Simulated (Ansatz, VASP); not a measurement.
**GaP in VASP and in Ansatz**

Contents of INCAR:

```
SYSTEM = GaP
PREC = Accurate
ENCUT = 520
EDIFF = 1E-6
ISMEAR = 0
SIGMA = 0.01
LREAL = .False.
LASPH = .True.
NELM = 100
ALGO = Normal
ISIF = 2
LWAVE = .False.
LCHARG = .False.
NBANDS = 16
```

KPOINTS

```
Automatic mesh
0
Gamma
  8 8 8
  0 0 0
```

The input POSCAR:

```
GaP
1.0
    0.0000000000      2.6956666708      2.6956666708
    2.6956666708      0.0000000000      2.6956666708
    2.6956666708      2.6956666708      0.0000000000
Ga P
1 1
Direct
    0.0000000000      0.0000000000      0.0000000000
    0.7500000000      0.7500000000      0.7500000000
```

Input for Ansatz:

```yaml
crystal:
  lattice:
    - [0.0, 2.69566667083, 2.69566667083]
    - [2.69566667083, 0.0, 2.69566667083]
    - [2.69566667083, 2.69566667083, 0.0]
  atoms:
    - { symbol: Ga, position: [0.0, 0.0, 0.0] }
    - { symbol: P, position: [0.75, 0.75, 0.75] }
kpoints:
  mp_grid: { grid: [8, 8, 8] }
scf:
  occupations: { method: fixed }
hamiltonian:
  xc: lda
  pseudopotentials: { kind: all_electron, lapw: { basis_error: 0.001 } }
output:
  forces: true
  stress: true
  eigenvalues: true
  eigenstates:
    nscf_kmesh: { grid: [12, 12, 12] }
    de_dk: true
    e_range: [-9, 11.39938510838]
  optics:
    e_range: [0, 30]
    de: 0.2
    sigma: 0.15
    bands: { spectra_wanted_up_to: 30 }
    nscf_kmesh: { grid: [12, 12, 12] }
checkpoint:
  write: ck
  write_wavefunctions: false
```

Alike in both runs: task single point; functional LDA; k mesh 8 × 8 × 8; no spin polarisation.

|  | VASP | Ansatz |
| --- | --- | --- |
| version | VASP 6.6.1 | Ansatz 0.2.0 |
| potentials or method | VASP PAW LDA potentials, release 64 (Ga_d, P), cutoff 520 eV | all-electron LAPW, scalar-relativistic |
| occupations | gaussian, width 0.01 eV | fixed |

```tsv
	VASP	Ansatz	Ansatz less VASP
gap on the k mesh at the Fermi level (eV)	1.43	1.43	+0.002
pressure (GPa)	0.1	0.0	-0.06
```

LDA's correlation is that of Perdew and Zunger in VASP and of Perdew and Wang (1992) in Ansatz. Ansatz ran all-electron here, and VASP with PAW potentials.
